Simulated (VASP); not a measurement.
# HgTe (I-4m2) in VASP: notebook

The runs below take HgTe through single point, with PBEsol.

Program: VASP 6.6.1. These are calculated values, not measurements. Logs are shortened: lines on timing, memory, paths and dates and some standing lists are left out, and cuts for length are marked.

### 1 The cell of the first run

Symmetry: I-4m2, No. 119, tetragonal system. The conventional cell has a = 6.091 Å, b = 6.091 Å, c = 3.119 Å, α = 90.00°, β = 90.00°, γ = 90.00°. Within 4.1 Å of Hg (site symmetry -4m2) lie 2 Hg at 3.12 Å and 8 Te at 3.14 to 3.84 Å. Within 4.1 Å of Te (site symmetry -4m2) lie 2 Te at 3.12 Å and 8 Hg at 3.14 to 3.84 Å.

### 2 Single point, PBEsol

INCAR

```
SYSTEM = HgTe
PREC = Accurate ; ENCUT = 520
EDIFF = 1E-6 ; ISMEAR = 0
SIGMA = 0.15 ; LREAL = .FALSE.
LASPH = .TRUE. ; NELM = 60
ALGO = Normal ; ISIF = 2
LWAVE = .FALSE. ; LCHARG = .TRUE.
GGA = PS ; LELF = .TRUE.
LVHAR = .TRUE. ; NBANDS = 16
```

KPOINTS

```
regular mesh
0
G
  18 18 18
  0 0 0
```

POSCAR

```
HgTe
1.0
   -3.0456030000      3.0456030000      1.5594100000
    3.0456030000     -3.0456030000      1.5594100000
    3.0456030000      3.0456030000     -1.5594100000
Hg Te
1 1
Direct
    0.2500000000      0.7500000000      0.5000000000
    0.0000000000      0.0000000000      0.0000000000
```

Potentials or basis: VASP PAW PBE potentials, release 64 (Hg, Te).

Launch:

```sh
cat potpaw_PBE.64/Hg/POTCAR potpaw_PBE.64/Te/POTCAR > POTCAR
mpirun -np 1 vasp_std > vasp.out
```

OUTCAR:

```text
SYSTEM = HgTe
   PREC = Accurate
   ENCUT = 520
   EDIFF = 1E-6
   ISMEAR = 0
   LREAL = .FALSE.
   LASPH = .TRUE.
   NELM = 60
   ISIF = 2
   GGA = PS

 ion  position               nearest neighbor table
   1  0.250  0.750  0.500-   2 3.14   2 3.14   2 3.14   2 3.14
   2  0.000  0.000  0.000-   1 3.14   1 3.14   1 3.14   1 3.14

  LATTYP: Found a body centered tetragonal cell.
 ALAT       =     6.0912060000
 C/A-ratio  =     0.5120201156

  Lattice vectors:

 A1 = (  -3.0456030000,   3.0456030000,   1.5594100000)
 A2 = (   3.0456030000,  -3.0456030000,   1.5594100000)
 A3 = (   3.0456030000,   3.0456030000,  -1.5594100000)

Analysis of symmetry for initial positions (statically):
=====================================================================
 Subroutine PRICEL returns:
 Original cell was already a primitive cell.

 Routine SETGRP: Setting up the symmetry group for a
 body centered tetragonal supercell.

 Subroutine GETGRP returns: Found  8 space group operations
 (whereof  8 operations were pure point group operations)
 out of a pool of 16 trial point group operations.

The static configuration has the point symmetry D_2d.

Analysis of symmetry for dynamics (positions and initial velocities):
=====================================================================
 Subroutine PRICEL returns:
 Original cell was already a primitive cell.

 Routine SETGRP: Setting up the symmetry group for a
 body centered tetragonal supercell.

 Subroutine GETGRP returns: Found  8 space group operations
 (whereof  8 operations were pure point group operations)
 out of a pool of 16 trial point group operations.

The dynamic configuration has the point symmetry D_2d.

 Subroutine INISYM returns: Found  8 space group operations
 (whereof  8 operations are pure point group operations),
 and found     1 'primitive' translations

----------------------------------------------------------------------------------------

                                     Primitive cell

  volume of cell :      57.8585

  direct lattice vectors                    reciprocal lattice vectors
    -3.045603000  3.045603000  1.559410000     0.000000000  0.164171102  0.320634086
     3.045603000 -3.045603000  1.559410000     0.164171102  0.000000000  0.320634086
     3.045603000  3.045603000 -1.559410000     0.164171102  0.164171102  0.000000000

  length of vectors
     4.580737366  4.580737366  4.580737366     0.360219888  0.360219888  0.232172999

  position of ions in fractional coordinates (direct lattice)
     0.250000000  0.750000000  0.500000000
     0.000000000  0.000000000  0.000000000

  ion indices of the primitive-cell ions
   primitive index   ion index
                 1           1
                 2           2

----------------------------------------------------------------------------------------

 KPOINTS: regular mesh

Automatic generation of k-mesh.
 Grid dimensions read from file:
 generate k-points for:   18   18   18

 Generating k-lattice:

  Cartesian coordinates                     Fractional coordinates (reciprocal lattice)
     0.000000000  0.009120617  0.017813005     0.055555556  0.000000000  0.000000000
     0.009120617  0.000000000  0.017813005     0.000000000  0.055555556  0.000000000
     0.009120617  0.009120617  0.000000000     0.000000000  0.000000000  0.055555556

  Length of vectors
     0.020012216  0.020012216  0.012898500

  Shift w.r.t. Gamma in fractional coordinates (k-lattice)
     0.000000000  0.000000000  0.000000000

 Subroutine IBZKPT returns following result:
 ===========================================

 Found    480 irreducible k-points:

 Following reciprocal coordinates:
            Coordinates               Weight
  0.000000  0.000000  0.000000      1.000000
  0.055556  0.000000 -0.000000      8.000000
  0.111111  0.000000 -0.000000      8.000000
  0.166667  0.000000 -0.000000      8.000000
  0.222222  0.000000 -0.000000      8.000000
  0.277778  0.000000 -0.000000      8.000000
[... 16 lines left out ...]
 -0.277778  0.055556 -0.000000     16.000000
 -0.222222  0.055556  0.000000     16.000000
 [... further k-points ...]
   k-points           NKPTS =    480   k-points in BZ     NKDIM =    480   number of bands    NBANDS=     16
   number of dos      NEDOS =    301   number of ions     NIONS =      2
   total plane-waves  NPLWV =  46656
   dimension x,y,z NGX =    36 NGY =   36 NGZ =   36
   dimension x,y,z NGXF=    72 NGYF=   72 NGZF=   72
   ions per type =               1   1
   NGX,Y,Z   is equivalent  to a cutoff of  13.07, 13.07, 13.07 a.u.
   NGXF,Y,Z  is equivalent  to a cutoff of  26.13, 26.13, 26.13 a.u.
 SYSTEM =  HgTe
   PREC   = accura    normal or accurate (medium, high low for compatibility)
   ISTART =      0    job   : 0-new  1-cont  2-samecut
   ICHARG =      2    charge: 1-file 2-atom 10-const
   ISPIN  =      1    spin polarized calculation?
   LNONCOLLINEAR =      F non collinear calculations
   LSORBIT =      F    spin-orbit coupling
   LASPH  =      T    aspherical Exc in radial PAW
   ENCUT  =  520.0 eV  38.22 Ry    6.18 a.u.   8.52  8.52  8.52*2*pi/ulx,y,z
   NELM   =     60;   NELMIN=  2; NELMDL= -5     # of ELM steps
   EDIFF  = 0.1E-05   stopping-criterion for ELM
   LREAL  =      F    real-space projection
   EDIFFG = 0.1E-04   stopping-criterion for IOM
   NSW    =      0    number of steps for IOM
   IBRION =     -1    ionic relax: 0-MD 1-quasi-New 2-CG
   NFREE  =      0    steps in history (QN), initial steepest desc. (CG)
   ISIF   =      2    stress and relaxation
   ISYM   =      2    0-nonsym 1-usesym 2-fastsym
   POTIM  = 0.5000    time-step for ionic-motion
   TEBEG  =    0.0;   TEEND  =   0.0 temperature during run
   PSTRESS=    0.0 pullay stress
   NELECT =      18.0000    total number of electrons
   NUPDOWN=      -1.0000    fix difference up-down
   EMIN   =  10.00;   EMAX   =-10.00  energy-range for DOS
   EFERMI =   0.00;   METHOD = LEGACY
   ISMEAR =     0;   SIGMA  =   0.15  broadening in eV -4-tet -1-fermi 0-gaus
   EFERMI_NEDOS =   21; number of points for ismear=-14 and -15
   IALGO  =     38    algorithm
   IMIX   =      4    mixing-type and parameters
     AMIX     =   0.40;   BMIX     =  1.00
     AMIX_MAG =   1.60;   BMIX_MAG =  1.00
  volume/ion in A,a.u.               =      28.93       195.22
  Fermi-wavevector in a.u.,A,eV,Ry     =   1.109286  2.096246 16.742166  1.230515
  Thomas-Fermi vector in A             =   2.245823
   LORBIT       =      0    0 simple, 1 ext, 2 COOP (PROOUT), +10 PAW based schemes
   GGA     = PS    functional components
   LHFCALC =     F    Hartree Fock is set to
   AEXX    =    0.0000 exact exchange contribution
   IVDW    =     0    specifies the selected vdW correction
   LEPSILON=     F    determine dielectric tensor
   LRPA    =     F    only Hartree local field effects (RPA)
 non-spin polarized calculation
 Gauss-broadening in eV      SIGMA  =   0.15
  energy-cutoff  :      520.00
  volume of cell :       57.86
 maximum number of plane-waves:      1586
 NGX is ok and might be reduce to    36
   NGX = 17   NGY = 17   NGZ = 17

 number of electron      18.0000002 magnetization

 Free energy of the ion-electron system (eV)
  ---------------------------------------------------
  ext. energy  EPLUGINS =         0.00000000
  ---------------------------------------------------
  free energy    TOTEN  =        -4.08032051 eV

  energy without entropy =       -4.07164997  energy(sigma->0) =       -4.07598524

 E-fermi :   4.3461     XC(G=0):  -9.9926

 val. band max:        4.3347685152   @ k =  -0.2222   0.2222   0.1111
 cond. band min:       4.3512497689   @ k =  -0.1667   0.1667   0.1667
 fundamental gap:      0.0164812538
 Fermi energy:         4.3460848513

 k-point     1 :       0.0000    0.0000    0.0000
  band No.  band energies     occupation
      1      -8.2288      2.00000
      2      -3.0847      2.00000
      3      -2.3818      2.00000
      4      -2.3027      2.00000
      5      -1.8660      2.00000
      6      -1.8660      2.00000
[... 8 lines left out ...]
     15      14.3501      0.00000
     16      15.3087      0.00000

 k-point     2 :       0.0556    0.0000   -0.0000
  band No.  band energies     occupation
      1      -8.1795      2.00000
      2      -3.0376      2.00000
      3      -2.3752      2.00000
      4      -2.3067      2.00000
      5      -1.8929      2.00000
      6      -1.8925      2.00000
[... 8 lines left out ...]
     15      14.4066      0.00000
     16      15.3698      0.00000

 k-point     3 :       0.1111    0.0000   -0.0000
  band No.  band energies     occupation
      1      -8.0331      2.00000
      2      -2.9008      2.00000
      3      -2.3564      2.00000
      4      -2.3184      2.00000
      5      -1.9679      2.00000
      6      -1.9648      2.00000
[... 8 lines left out ...]
     15      14.4665      0.00000
     16      14.4907      0.00000

 k-point     4 :       0.1667    0.0000   -0.0000
  band No.  band energies     occupation
      1      -7.7943      2.00000
      2      -2.6893      2.00000
      3      -2.3360      2.00000
      4      -2.3305      2.00000
      5      -2.0741      2.00000
      6      -2.0647      2.00000
[... 8 lines left out ...]
     15      13.7581      0.00000
     16      13.9053      0.00000
[... 324 lines left out ...]
 k-point    22 :      -0.3333    0.0556    0.0000
  band No.  band energies     occupation
      1      -7.0281      2.00000
      2      -2.4157      2.00000
      3      -2.3949      2.00000
      4      -2.2601      2.00000
      5      -2.1725      2.00000
      6      -2.1617      2.00000
[... 8 lines left out ...]
     15      13.0362      0.00000
     16      14.0250      0.00000

 k-point    23 :      -0.2778    0.0556   -0.0000
  band No.  band energies     occupation
      1      -7.4201      2.00000
      2      -2.4542      2.00000
      3      -2.3688      2.00000
      4      -2.3267      2.00000
      5      -2.1699      2.00000
      6      -2.1492      2.00000
[... 8 lines left out ...]
     15      13.5794      0.00000
     16      13.6577      0.00000

 k-point    24 :      -0.2222    0.0556    0.0000
  band No.  band energies     occupation
      1      -7.7485      2.00000
      2      -2.6921      2.00000
      3      -2.3704      2.00000
      4      -2.3304      2.00000
      5      -2.0699      2.00000
      6      -2.0527      2.00000
[... 8 lines left out ...]
     15      13.7220      0.00000
     16      14.3332      0.00000

 [... further k-points ...]

------------------------ aborting loop because EDIFF is reached ----------------------------------------

  FORCE on cell =-STRESS in cart. coord.  units (eV):
  Direction    XX          YY          ZZ          XY          YZ          ZX
  --------------------------------------------------------------------------------------
  -------------------------------------------------------------------------------------
  Total       -1.3055674     -1.3055674     -1.0755882      0.0000000      0.0000000      0.0000000
  in kB      -36.1528880    -36.1528880    -29.7844591      0.0000000      0.0000000      0.0000000
  external PRESSURE =     -34.0300784 kB  Pullay stress =       0.0000000 kB

 VOLUME and BASIS-vectors are now :
 -----------------------------------------------------------------------------
  energy-cutoff  :      520.00
  volume of cell :       57.86
      direct lattice vectors                 reciprocal lattice vectors
    -3.045603000  3.045603000  1.559410000     0.000000000  0.164171102  0.320634086
     3.045603000 -3.045603000  1.559410000     0.164171102  0.000000000  0.320634086
     3.045603000  3.045603000 -1.559410000     0.164171102  0.164171102  0.000000000

 POSITION                                       TOTAL-FORCE (eV/Angst)
 -----------------------------------------------------------------------------------
      3.04560      0.00000      0.77970         0.000000      0.000000      0.000000
      0.00000      0.00000      0.00000        -0.000000     -0.000000     -0.000000
 -----------------------------------------------------------------------------------
    total drift:                                0.000000     -0.000000      0.000000

  FREE ENERGIE OF THE ION-ELECTRON SYSTEM (eV)
  ---------------------------------------------------
  free  energy   TOTEN  =        -4.0803205137 eV

  energy  without entropy=       -4.0716499701  energy(sigma->0) =       -4.07598524
```

It took 2.9 min on 1 thread of Intel Xeon 6975P-C (Granite Rapids), shared host; peak memory 0.57 GiB.

Results:

```yaml
Free_energy: -4.0803 eV
Pressure: -3.4 GPa
Band_gap_on_the_k_mesh: zero (bands 9 and 10 overlap by 3.90 eV)
```

Stress tensor (GPa, compression positive):
```
-3.62  0.00  0.00
 0.00 -3.62  0.00
 0.00  0.00 -2.98
```

Levels at points of the mesh, in eV from the Fermi level:
```
           k point  band 7  band 8  band 9  band 10  band 11  band 12
(0.00, 0.00, 0.00)   -3.55   -2.53   -2.53     3.34     4.48     6.80
(0.50, 0.00, 0.00)   -4.64   -2.02   -1.18    -0.24     3.11     3.67
(0.50, 0.50, 0.00)   -6.12   -0.98    1.39     1.83     2.76     3.32
(0.50, 0.50, 0.50)   -4.46   -4.42   -4.42     3.01     7.19     7.91
```

Caveat: the cell stands under tension; the PAW data sets were made with another functional, which shifts forces and pressure a little; spin-orbit coupling is left out, which moves the levels of the heavy elements.

### 3 Single point, PBEsol

INCAR

```
PREC = Accurate
ENCUT = 520
EDIFF = 1E-6
ISMEAR = 0
SIGMA = 0.15
LREAL = False
LASPH = True
NELM = 60
ALGO = Normal
ISIF = 2
LWAVE = False
LCHARG = True
GGA = PS
LELF = True
LVHAR = True
NBANDS = 16
```

KPOINTS

```
regular mesh
0
Gamma
  18 18 18
```

POSCAR is that of step 2.

Potentials or basis: VASP PAW PBE potentials, release 64 (Hg, Te).

Launch:

```sh
cat potpaw_PBE.64/Hg/POTCAR potpaw_PBE.64/Te/POTCAR > POTCAR
mpirun -np 1 vasp_std > vasp.out
```

OUTCAR:

```text
PREC = Accurate
   ENCUT = 520
   EDIFF = 1E-6
   ISMEAR = 0
   LREAL = False
   LASPH = True
   NELM = 60
   ISIF = 2
   GGA = PS

 ion  position               nearest neighbor table
   1  0.250  0.750  0.500-   2 3.14   2 3.14   2 3.14   2 3.14
   2  0.000  0.000  0.000-   1 3.14   1 3.14   1 3.14   1 3.14

  LATTYP: Found a body centered tetragonal cell.
 ALAT       =     6.0912060000
 C/A-ratio  =     0.5120201156

  Lattice vectors:

 A1 = (  -3.0456030000,   3.0456030000,   1.5594100000)
[... 642 lines left out ...]

------------------------ aborting loop because EDIFF is reached ----------------------------------------

  FORCE on cell =-STRESS in cart. coord.  units (eV):
  Direction    XX          YY          ZZ          XY          YZ          ZX
  --------------------------------------------------------------------------------------
  -------------------------------------------------------------------------------------
  Total       -1.3055674     -1.3055674     -1.0755882      0.0000000      0.0000000      0.0000000
  in kB      -36.1528880    -36.1528880    -29.7844591      0.0000000      0.0000000      0.0000000
  external PRESSURE =     -34.0300784 kB  Pullay stress =       0.0000000 kB

 VOLUME and BASIS-vectors are now :
 -----------------------------------------------------------------------------
  energy-cutoff  :      520.00
  volume of cell :       57.86
      direct lattice vectors                 reciprocal lattice vectors
    -3.045603000  3.045603000  1.559410000     0.000000000  0.164171102  0.320634086
     3.045603000 -3.045603000  1.559410000     0.164171102  0.000000000  0.320634086
     3.045603000  3.045603000 -1.559410000     0.164171102  0.164171102  0.000000000

 POSITION                                       TOTAL-FORCE (eV/Angst)
 -----------------------------------------------------------------------------------
      3.04560      0.00000      0.77970         0.000000      0.000000      0.000000
      0.00000      0.00000      0.00000        -0.000000     -0.000000     -0.000000
 -----------------------------------------------------------------------------------
    total drift:                                0.000000     -0.000000      0.000000

  FREE ENERGIE OF THE ION-ELECTRON SYSTEM (eV)
  ---------------------------------------------------
  free  energy   TOTEN  =        -4.0803205137 eV

  energy  without entropy=       -4.0716499701  energy(sigma->0) =       -4.07598524
```

Run time: 2.8 min. Hardware: 1 thread of Intel Xeon 6975P-C (Granite Rapids), shared host; peak memory 0.57 GiB.

What came out:

```yaml
Free_energy: -4.0803 eV
Pressure: -3.4 GPa
Band_gap_on_the_k_mesh: zero (bands 9 and 10 overlap by 3.90 eV)
```

Levels at points of the mesh, in eV from the Fermi level:
```
           k point  band 5  band 6  band 7  band 8  band 9  band 10  band 11  band 12  band 13  band 14
(0.00, 0.00, 0.00)   -6.21   -6.21   -3.55   -2.53   -2.53     3.34     4.48     6.80     6.80     8.95
(0.50, 0.00, 0.00)   -6.44   -6.23   -4.64   -2.02   -1.18    -0.24     3.11     3.67     5.77     7.98
(0.50, 0.50, 0.00)   -6.19   -6.16   -6.12   -0.98    1.39     1.83     2.76     3.32     8.66    10.28
(0.50, 0.50, 0.50)   -6.18   -6.16   -4.46   -4.42   -4.42     3.01     7.19     7.91     7.91    11.72
```

Caveat: the cell stands under tension; the PAW data sets were made with another functional, which shifts forces and pressure a little; spin-orbit coupling is left out, which moves the levels of the heavy elements.
